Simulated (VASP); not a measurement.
# NaH (I4mm) in VASP: notebook

Runs on NaH. Level: PBE. Tasks: single point.

Program: VASP 6.6.1. These are calculated values, not measurements. Logs are shortened: lines on timing, memory, paths and dates and some standing lists are left out, and cuts for length are marked.

## Step 1: The cell of the first run

It takes space group I4mm (No. 107, tetragonal). The conventional cell has a = 3.451 Å, b = 3.451 Å, c = 4.880 Å, α = 90.00°, β = 90.00°, γ = 90.00°. Na (site symmetry 4mm) has 6 H at 2.36 to 2.52 Å within 3.1 Å. H (site symmetry 4mm) has 6 Na at 2.36 to 2.52 Å within 3.1 Å.

## Step 2: Single point, PBE

Contents of INCAR:

```
SYSTEM = NaH
PREC = Accurate
ENCUT = 520
EDIFF = 1E-6
ISMEAR = 0
SIGMA = 0.05
LREAL = .False.
LASPH = .True.
NELM = 80
ALGO = Normal
ISIF = 2
LWAVE = .False.
LCHARG = .False.
GGA = PE
NBANDS = 11
```

Contents of KPOINTS:

```
regular mesh
0
Gamma
  8 8 8
  0 0 0
```

Contents of POSCAR:

```
NaH
1.0
    0.0000000000      2.4400000000      2.4400000000
    2.4400000000      0.0000000000      2.4400000000
    2.4400000000      2.4400000000      0.0000000000
Na H
1 1
Direct
   -0.0153688525     -0.0153688525      0.0153688525
    0.5000000000      0.5000000000      0.5000000000
```

Potentials or basis: VASP PAW PBE potentials, release 64 (Na_pv, H).

Launch:

```console
$ cat potpaw_PBE.64/Na_pv/POTCAR potpaw_PBE.64/H/POTCAR > POTCAR
$ mpirun -np 1 vasp_std > vasp.out
```

OUTCAR:

```text
SYSTEM = NaH
   PREC = Accurate
   ENCUT = 520
   EDIFF = 1E-6
   ISMEAR = 0
   LREAL = .False.
   LASPH = .True.
   NELM = 80
   ISIF = 2
   GGA = PE

 ion  position               nearest neighbor table
   1  0.985  0.985  0.015-
   2  0.500  0.500  0.500-

  LATTYP: Found a face centered cubic cell.
 ALAT       =     4.8800000000

  Lattice vectors:

 A1 = (   0.0000000000,   2.4400000000,   2.4400000000)
 A2 = (   2.4400000000,   0.0000000000,   2.4400000000)
 A3 = (   2.4400000000,   2.4400000000,   0.0000000000)

Analysis of symmetry for initial positions (statically):
=====================================================================
 Subroutine PRICEL returns:
 Original cell was already a primitive cell.

 Routine SETGRP: Setting up the symmetry group for a
 face centered cubic supercell.

 Subroutine GETGRP returns: Found  8 space group operations
 (whereof  8 operations were pure point group operations)
 out of a pool of 48 trial point group operations.

The static configuration has the point symmetry C_4v.

Analysis of symmetry for dynamics (positions and initial velocities):
=====================================================================
 Subroutine PRICEL returns:
 Original cell was already a primitive cell.

 Routine SETGRP: Setting up the symmetry group for a
 face centered cubic supercell.

 Subroutine GETGRP returns: Found  8 space group operations
 (whereof  8 operations were pure point group operations)
 out of a pool of 48 trial point group operations.

The dynamic configuration has the point symmetry C_4v.

 Subroutine INISYM returns: Found  8 space group operations
 (whereof  8 operations are pure point group operations),
 and found     1 'primitive' translations

----------------------------------------------------------------------------------------

                                     Primitive cell

  volume of cell :      29.0536

  direct lattice vectors                    reciprocal lattice vectors
     0.000000000  2.440000000  2.440000000    -0.204918033  0.204918033  0.204918033
     2.440000000  0.000000000  2.440000000     0.204918033 -0.204918033  0.204918033
     2.440000000  2.440000000  0.000000000     0.204918033  0.204918033 -0.204918033

  length of vectors
     3.450681092  3.450681092  3.450681092     0.354928444  0.354928444  0.354928444

  position of ions in fractional coordinates (direct lattice)
     0.984631147  0.984631147  0.015368853
[... 85 lines left out ...]
   ISYM   =      2    0-nonsym 1-usesym 2-fastsym
   POTIM  = 0.5000    time-step for ionic-motion
   TEBEG  =    0.0;   TEEND  =   0.0 temperature during run
   PSTRESS=    0.0 pullay stress
   NELECT =       8.0000    total number of electrons
   NUPDOWN=      -1.0000    fix difference up-down
   EMIN   =  10.00;   EMAX   =-10.00  energy-range for DOS
   EFERMI =   0.00;   METHOD = LEGACY
   ISMEAR =     0;   SIGMA  =   0.05  broadening in eV -4-tet -1-fermi 0-gaus
   EFERMI_NEDOS =   21; number of points for ismear=-14 and -15
   IALGO  =     38    algorithm
   IMIX   =      4    mixing-type and parameters
     AMIX     =   0.40;   BMIX     =  1.00
     AMIX_MAG =   1.60;   BMIX_MAG =  1.00
  volume/ion in A,a.u.               =      14.53        98.03
  Fermi-wavevector in a.u.,A,eV,Ry     =   1.065054  2.012660 15.433636  1.134340
  Thomas-Fermi vector in A             =   2.200593
   LORBIT       =      0    0 simple, 1 ext, 2 COOP (PROOUT), +10 PAW based schemes
   GGA     = PE    functional components
   LHFCALC =     F    Hartree Fock is set to
   AEXX    =    0.0000 exact exchange contribution
   IVDW    =     0    specifies the selected vdW correction
   LEPSILON=     F    determine dielectric tensor
   LRPA    =     F    only Hartree local field effects (RPA)
 non-spin polarized calculation
 Gauss-broadening in eV      SIGMA  =   0.05
  energy-cutoff  :      520.00
  volume of cell :       29.05
 maximum number of plane-waves:       817
 NGX is ok and might be reduce to    28
   NGX = 13   NGY = 13   NGZ = 13

 number of electron       8.0000005 magnetization

 Free energy of the ion-electron system (eV)
  ---------------------------------------------------
  ext. energy  EPLUGINS =         0.00000000
  ---------------------------------------------------
  free energy    TOTEN  =        -5.08384524 eV

  energy without entropy =       -5.08384524  energy(sigma->0) =       -5.08384524

 E-fermi :  -0.9400     XC(G=0):  -7.6712

 val. band max:       -1.2044542564   @ k =   0.2500  -0.2500   0.5000
 cond. band min:       2.5062917978   @ k =   0.5000   0.0000   0.0000
 fundamental gap:      3.7107460542
 Fermi energy:        -0.9400138968

 k-point     1 :       0.0000    0.0000    0.0000
  band No.  band energies     occupation
      1     -23.3581      2.00000
      2     -23.3581      2.00000
      3     -23.3577      2.00000
      4      -4.7399      2.00000
      5       8.9475      0.00000
      6      14.1554      0.00000
      7      14.1554      0.00000
      8      14.1831      0.00000
      9      14.9911      0.00000
     10      14.9966      0.00000
     11      14.9966      0.00000
[... 309 lines left out ...]
 k-point    24 :       0.5000    0.2500    0.0000
  band No.  band energies     occupation
      1     -23.4261      2.00000
      2     -23.3895      2.00000
      3     -23.3778      2.00000
      4      -1.8180      2.00000
      5       3.7695      0.00000
      6       6.4619      0.00000
      7      10.1795      0.00000
      8      11.0247      0.00000
      9      15.3823      0.00000
     10      18.3722      0.00000
     11      18.7869      0.00000

 [... further k-points ...]

------------------------ aborting loop because EDIFF is reached ----------------------------------------

  FORCE on cell =-STRESS in cart. coord.  units (eV):
  Direction    XX          YY          ZZ          XY          YZ          ZX
  --------------------------------------------------------------------------------------
  -------------------------------------------------------------------------------------
  Total       -0.1265415     -0.1265415     -0.0958506      0.0000000      0.0000000      0.0000000
  in kB       -6.9782128     -6.9782128     -5.2857422      0.0000000      0.0000000      0.0000000
  external PRESSURE =      -6.4140560 kB  Pullay stress =       0.0000000 kB

 VOLUME and BASIS-vectors are now :
 -----------------------------------------------------------------------------
  energy-cutoff  :      520.00
  volume of cell :       29.05
      direct lattice vectors                 reciprocal lattice vectors
     0.000000000  2.440000000  2.440000000    -0.204918033  0.204918033  0.204918033
     2.440000000  0.000000000  2.440000000     0.204918033 -0.204918033  0.204918033
     2.440000000  2.440000000  0.000000000     0.204918033  0.204918033 -0.204918033

 POSITION                                       TOTAL-FORCE (eV/Angst)
 -----------------------------------------------------------------------------------
      2.44000      2.44000      4.80500         0.000000      0.000000      0.058945
      2.44000      2.44000      2.44000         0.000000      0.000000     -0.058945
 -----------------------------------------------------------------------------------
    total drift:                               -0.000000     -0.000000     -0.000607

  FREE ENERGIE OF THE ION-ELECTRON SYSTEM (eV)
  ---------------------------------------------------
  free  energy   TOTEN  =        -5.0838452393 eV

  energy  without entropy=       -5.0838452393  energy(sigma->0) =       -5.08384524
```

OSZICAR:

```text
N       E                     dE             d eps       ncg     rms          rms(c)
DAV:   1     0.329853030661E+02    0.32985E+02   -0.41690E+03  1307   0.810E+02
DAV:   2    -0.423977211668E+01   -0.37225E+02   -0.36465E+02  1357   0.191E+02
DAV:   3    -0.550163802109E+01   -0.12619E+01   -0.12601E+01  1541   0.329E+01
DAV:   4    -0.551003902759E+01   -0.84010E-02   -0.84001E-02  1542   0.267E+00
DAV:   5    -0.551011764417E+01   -0.78617E-04   -0.78616E-04  1483   0.264E-01    0.317E+00
DAV:   6    -0.516962321462E+01    0.34049E+00   -0.33504E-01  1509   0.272E+00    0.146E+00
DAV:   7    -0.507897965197E+01    0.90644E-01   -0.32556E-01  1451   0.211E+00    0.356E-01
DAV:   8    -0.508395162730E+01   -0.49720E-02   -0.10313E-02  1439   0.942E-01    0.703E-02
DAV:   9    -0.508385534344E+01    0.96284E-04   -0.12257E-03  1554   0.360E-01    0.231E-02
DAV:  10    -0.508384205516E+01    0.13288E-04   -0.65597E-05  1496   0.508E-02    0.445E-03
DAV:  11    -0.508384549715E+01   -0.34420E-05   -0.64669E-06  1442   0.113E-02    0.317E-03
DAV:  12    -0.508384523933E+01    0.25782E-06   -0.23067E-07   913   0.327E-03
   1 F= -.50838452E+01 E0= -.50838452E+01  d E =-.196888E-15
```

Wall time 12 s (1 thread of Intel Xeon Platinum 8488C (Sapphire Rapids), shared host); peak memory 0.15 GiB.

Results:

```
Free energy            : -5.0838 eV
Pressure               : -0.6 GPa
Largest force          : 0.059 eV/Å
Band gap on the k mesh : 3.71 eV, indirect (least direct gap 4.55 eV)
```

Forces in eV/Å, atoms in the order of the input:
```
Na   0.000  0.000  0.059
H    0.000  0.000 -0.059
```

Stress tensor (GPa, compression positive):
```
-0.70  0.00  0.00
 0.00 -0.70  0.00
 0.00  0.00 -0.53
```

Caveat: the cell differs from its parent crystal (all Na atoms moved +0.075 Å, as atom 1 towards its neighbour atom 2 (H) at 2.440 Å).

## Step 3: Single point, PBE

Contents of INCAR:

```
SYSTEM = NaH
  PREC = Accurate
  ENCUT = 520
  EDIFF = 1E-6
  ISMEAR = 0
  SIGMA = 0.05
  LREAL = .FALSE.
  LASPH = .TRUE.
  NELM = 80
  ALGO = Normal
  ISIF = 2
  LWAVE = .FALSE.
  LCHARG = .TRUE.
  GGA = PE
  LELF = .TRUE.
  LVHAR = .TRUE.
  NBANDS = 11
```

Contents of KPOINTS:

```
regular mesh
0
G
  8 8 8
  0 0 0
```

POSCAR: that of step 2 with these lines changed.

```diff
@@ -8,3 +8,3 @@
 Direct
-   -0.0153688525     -0.0153688525      0.0153688525
+   -0.0230532787     -0.0230532787      0.0230532787
     0.5000000000      0.5000000000      0.5000000000
```

Potentials or basis: VASP PAW PBE potentials, release 64 (Na_pv, H).

Launch:

```console
$ cat potpaw_PBE.64/Na_pv/POTCAR potpaw_PBE.64/H/POTCAR > POTCAR
$ mpirun -np 1 vasp_std > vasp.out
```

OUTCAR:

```text
SYSTEM = NaH
   PREC = Accurate
   ENCUT = 520
   EDIFF = 1E-6
   ISMEAR = 0
   LREAL = .FALSE.
   LASPH = .TRUE.
   NELM = 80
   ISIF = 2
   GGA = PE

 ion  position               nearest neighbor table
   1  0.977  0.977  0.023-
   2  0.500  0.500  0.500-

  LATTYP: Found a face centered cubic cell.
 ALAT       =     4.8800000000

  Lattice vectors:

 A1 = (   0.0000000000,   2.4400000000,   2.4400000000)
 A2 = (   2.4400000000,   0.0000000000,   2.4400000000)
 A3 = (   2.4400000000,   2.4400000000,   0.0000000000)

Analysis of symmetry for initial positions (statically):
=====================================================================
 Subroutine PRICEL returns:
 Original cell was already a primitive cell.

 Routine SETGRP: Setting up the symmetry group for a
 face centered cubic supercell.

 Subroutine GETGRP returns: Found  8 space group operations
 (whereof  8 operations were pure point group operations)
 out of a pool of 48 trial point group operations.

The static configuration has the point symmetry C_4v.

Analysis of symmetry for dynamics (positions and initial velocities):
=====================================================================
 Subroutine PRICEL returns:
[... 163 lines left out ...]
 Fermi energy:        -0.9362779794

 k-point     1 :       0.0000    0.0000    0.0000
  band No.  band energies     occupation
      1     -23.3562      2.00000
      2     -23.3562      2.00000
      3     -23.3551      2.00000
      4      -4.7392      2.00000
      5       8.9339      0.00000
      6      14.1266      0.00000
      7      14.1266      0.00000
      8      14.1867      0.00000
      9      15.0202      0.00000
     10      15.0302      0.00000
     11      15.0302      0.00000
[... 309 lines left out ...]
 k-point    24 :       0.5000    0.2500    0.0000
  band No.  band energies     occupation
      1     -23.4238      2.00000
      2     -23.3873      2.00000
      3     -23.3758      2.00000
      4      -1.8185      2.00000
      5       3.7708      0.00000
      6       6.4653      0.00000
      7      10.1804      0.00000
      8      11.0193      0.00000
      9      15.3829      0.00000
     10      18.3801      0.00000
     11      18.7862      0.00000

 [... further k-points ...]
[... 5 lines left out ...]
  --------------------------------------------------------------------------------------
  -------------------------------------------------------------------------------------
  Total       -0.1295365     -0.1295365     -0.0603235      0.0000000     -0.0000000     -0.0000000
  in kB       -7.1433709     -7.1433709     -3.3265776      0.0000000     -0.0000000     -0.0000000
  external PRESSURE =      -5.8711065 kB  Pullay stress =       0.0000000 kB

 VOLUME and BASIS-vectors are now :
 -----------------------------------------------------------------------------
  energy-cutoff  :      520.00
  volume of cell :       29.05
      direct lattice vectors                 reciprocal lattice vectors
     0.000000000  2.440000000  2.440000000    -0.204918033  0.204918033  0.204918033
     2.440000000  0.000000000  2.440000000     0.204918033 -0.204918033  0.204918033
     2.440000000  2.440000000  0.000000000     0.204918033  0.204918033 -0.204918033

 POSITION                                       TOTAL-FORCE (eV/Angst)
 -----------------------------------------------------------------------------------
      2.44000      2.44000      4.76750         0.000000      0.000000      0.091638
      2.44000      2.44000      2.44000         0.000000      0.000000     -0.091638
 -----------------------------------------------------------------------------------
    total drift:                                0.000000      0.000000      0.000365

  FREE ENERGIE OF THE ION-ELECTRON SYSTEM (eV)
  ---------------------------------------------------
  free  energy   TOTEN  =        -5.0810212015 eV

  energy  without entropy=       -5.0810212015  energy(sigma->0) =       -5.08102120
```

stdout:

```text
POSCAR found type information on POSCAR NaH
 POSCAR found :  2 types and       2 ions
 scaLAPACK will be used
 LDA part: xc-table for (Slater+PW92), standard interpolation
 POSCAR, INCAR and KPOINTS ok, starting setup
 FFT: planning ... GRIDC
 FFT: planning ... GRID_SOFT
 FFT: planning ... GRID
 WAVECAR not read
 entering main loop
```

Wall time 12 s (1 thread of Intel Xeon Platinum 8488C (Sapphire Rapids), shared host); peak memory 0.15 GiB.

What came out:

```yaml
Free_energy: -5.0810 eV
Pressure: -0.6 GPa
Largest_force: 0.092 eV/Å
Band_gap_on_the_k_mesh: 3.71 eV, indirect (least direct gap 4.55 eV)
```

Forces on the atoms (eV/Å):
```
Na   0.000  0.000  0.092
H    0.000  0.000 -0.092
```

Caveat: the cell differs from its parent crystal (all Na atoms moved +0.113 Å, as atom 1 towards its neighbour atom 2 (H) at 2.440 Å).

## Step 4: Single point, PBE

Contents of INCAR:

```
ALGO     = Normal         # electronic algorithm
EDIFF    = 1E-7           # SCF threshold, eV
ENCUT    = 520            # plane-wave cutoff, eV
GGA      = PE             # functional
ISIF     = 2              # what is computed and relaxed
ISMEAR   = 0              # smearing method
LASPH    = T              # aspherical terms in the spheres
LCHARG   = F              # write CHGCAR
LREAL    = F              # projectors in reciprocal space
LWAVE    = F              # write WAVECAR
NBANDS   = 11             # bands
NELM     = 80             # most SCF steps
PREC     = Accurate       # precision mode
SIGMA    = 0.05           # smearing width, eV
```

Contents of KPOINTS:

```
k-points
0
Gamma
  8 8 8
```

POSCAR: that of step 3 with these lines changed.

```diff
@@ -8,3 +8,3 @@
 Direct
-   -0.0230532787     -0.0230532787      0.0230532787
+   -0.0076844262     -0.0076844262      0.0076844262
     0.5000000000      0.5000000000      0.5000000000
```

Launch:

```console
$ cat potpaw_PBE.64/Na_pv/POTCAR potpaw_PBE.64/H/POTCAR > POTCAR
$ mpirun -np 1 vasp_std > vasp.out
```

It took 12 s on 1 thread of Intel Xeon Platinum 8488C (Sapphire Rapids), shared host; peak memory 0.15 GiB.

It converged, with:

```
Free energy            : -5.0855 eV
Pressure               : -0.7 GPa
Largest force          : 0.029 eV/Å
Band gap on the k mesh : 3.71 eV, indirect (least direct gap 4.55 eV)
```

Forces in eV/Å, atoms in the order of the input:
```
Na   0.000  0.000  0.029
H    0.000  0.000 -0.029
```

Levels at points of the mesh, in eV from the valence-band top:
```
           k point  band 2  band 3  band 4  band 5  band 6  band 7
(0.00, 0.00, 0.00)  -22.15  -22.15   -3.54   10.16   15.38   15.38
(0.50, 0.00, 0.00)  -22.16  -22.16   -0.84    3.71   10.58   13.20
(0.50, 0.50, 0.00)  -22.18  -22.18   -0.17    4.58    9.92   10.49
(0.00, 0.50, 0.50)  -22.18  -22.18   -0.17    4.58    9.92   10.48
```

Caveat: the cell differs from its parent crystal (all Na atoms moved +0.037 Å, as atom 1 towards its neighbour atom 2 (H) at 2.440 Å). A k mesh can miss the band edges.
